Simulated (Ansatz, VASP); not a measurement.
## One calculation of CdSe4, two programs

```
Cd Se
1.0
     5.18258    0.00000    0.00000
     0.00000    5.18258    0.00000
     0.00000    0.00000    5.18258
Cd Se
1 4
Direct
  0.50000 0.50000 0.50000
  0.00000 0.00000 0.00000
  0.50000 0.50000 0.00000
  0.50000 0.00000 0.50000
  0.00000 0.50000 0.50000
```

Change from the starting cell: species swapped into the Ni4N type (Pm-3m, No. 221).

Alike in both runs: task single point; functional PBE; k mesh 4 × 4 × 4; occupations gaussian, width 0.1 eV; no spin polarisation.

|  | VASP | Ansatz |
| --- | --- | --- |
| version | VASP 6.6.1 | Ansatz 0.2.0 |
| potentials or method | VASP PAW PBE potentials, release 64 (Cd, Se), cutoff 520 eV | scalar-relativistic, plane waves, PAW |
| valence electrons in the cell | 36 | 84 |

|  | VASP | Ansatz | Ansatz less VASP |
| --- | --- | --- | --- |
| gap on the k mesh at the Fermi level (eV) | none | none | - |
| pressure (GPa) | 0.2 | -0.1 | -0.26 |

A gap of «none» marks a metal or a gap that the smearing closes. VASP's potentials hold 36 valence electrons a cell and Ansatz's 84, so a difference there can come from the potentials and not from the codes.
